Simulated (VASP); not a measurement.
Write the native input for VASP 6.6.1 that does the following.

```yaml
Task: electric field gradients
Functional: PBEsol
Potentials_or_basis: VASP PAW PBE potentials, release 64 (Mg, S)
Cutoff: 520 eV
k_mesh: 10 × 10 × 10
Occupations: fermi-dirac, width 0.03 eV
Spin: no spin polarisation
Dipole_correction: no
Further_INCAR_settings: ALGO = Normal; EDIFF = 1e-08; NBANDS = 11
```

The structure of MgS lies in POSCAR:

```
MgS
1.0
    0.0000000000      2.6016500000      2.6016500000
    2.6016500000      0.0000000000      2.6016500000
    2.6016500000      2.6016500000      0.0000000000
Mg S
1 1
Direct
    0.0000000000      0.0000000000      0.0000000000
    0.5000000000      0.5000000000      0.5000000000
```

The input as run:

INCAR

```
SYSTEM = MgS
  PREC = Accurate
  ENCUT = 520
  EDIFF = 1E-8
  ISMEAR = -1
  SIGMA = 0.03
  LREAL = .False.
  LASPH = .True.
  NELM = 100
  ALGO = Normal
  ISIF = 2
  LWAVE = .False.
  LCHARG = .False.
  GGA = PS
  LEFG = .True.
  NBANDS = 11
```

KPOINTS

```
regular mesh
0
Gamma
  10 10 10
  0 0 0
```

Potentials or basis: VASP PAW PBE potentials, release 64 (Mg, S).

Run with:

```bash
$ cat potpaw_PBE.64/Mg/POTCAR potpaw_PBE.64/S/POTCAR > POTCAR
$ mpirun -np 1 vasp_std > vasp.out
```

It gave:

The pressure is -1.1 GPa. The band gap on the k mesh is 2.70 eV, indirect (least direct gap 3.59 eV).

Caveat: without QUAD_EFG the Cq values of the log hold for a quadrupole moment of 1 mb, not for the nuclei; the PAW data sets were made with another functional, which shifts forces and pressure a little.

It took 28 s on 1 thread of Intel(R) Xeon(R) Platinum 8259CL CPU @ 2.50GHz (Skylake/Cascade Lake), with other jobs on the host, peak memory 0.16 GiB.
